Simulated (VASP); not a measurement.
Ba: single point with PBEsol

Ba:

```xyz
1
Lattice="-2.4553 2.4553 2.4553 2.4553 -2.4553 2.4553 2.4553 2.4553 -2.4553" Properties=species:S:1:pos:R:3 pbc="T T T"
Ba    0.0000    0.0000    0.0000
```

```json
{"Program": "VASP 6.6.1", "Task": "single point", "Functional": "PBEsol", "Potentials or basis": "VASP PAW PBE potentials, release 64 (Ba_sv)", "Cutoff": "520 eV", "k mesh": "8 × 8 × 8", "Occupations": "fermi-dirac, width 0.05 eV", "Spin": "no spin polarisation"}
```

* Pressure: -0.1 GPa
* Band gap on the k mesh: zero (band 5 reaches 2.32 eV, above the bottom of band 6 at 1.11 eV)

Levels at points of the mesh, in eV from the Fermi level:
```
           k point  band 1  band 2  band 3  band 4  band 5  band 6  band 7  band 8  band 9  band 10
(0.00, 0.00, 0.00)  -28.72  -13.61  -13.61  -13.61   -2.76    1.91    1.91    1.91    3.44     3.44
(0.50, 0.00, 0.00)  -28.66  -14.18  -13.79  -13.62   -0.91    0.70    1.49    3.41    4.04     5.61
(0.50, 0.50, 0.50)  -28.62  -14.00  -14.00  -14.00   -0.59   -0.59    4.68    4.68    4.68     5.07
```

It took 11 s on 1 thread of AMD EPYC 7R43 64-Core Processor (Zen 3), with other jobs on the host, peak memory 0.14 GiB.

Caveat: the PAW data sets were made with another functional, which shifts forces and pressure a little; spin-orbit coupling is left out, which moves the levels of the heavy elements.
